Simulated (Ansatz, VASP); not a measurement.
CdS in VASP and in Ansatz

```xyz
2
Lattice="0.0000 2.8396 2.8396 2.8396 0.0000 2.8396 2.8396 2.8396 0.0000" Properties=species:S:1:pos:R:3 pbc="T T T"
Cd    0.0000    0.0000    0.0000
S     1.4198    1.4198    1.4198
```

Change from the starting cell: volume scaled by 0.88, LAPW.

Alike in both runs: task single point; functional PBE; k mesh 13 × 13 × 13; occupations fermi-dirac, width 0.05 eV; no spin polarisation.

|  | VASP | Ansatz |
| --- | --- | --- |
| version | VASP 6.6.1 | Ansatz 0.2.0 |
| potentials or method | VASP PAW PBE potentials, release 64 (Cd, S), cutoff 520 eV | all-electron LAPW, scalar-relativistic |

VASP gave:

```
pressure (GPa) : 9.7
```

What did Ansatz give for the same quantities?

Pressure (GPa): 9.2.

Ansatz ran all-electron here, and VASP with PAW potentials.
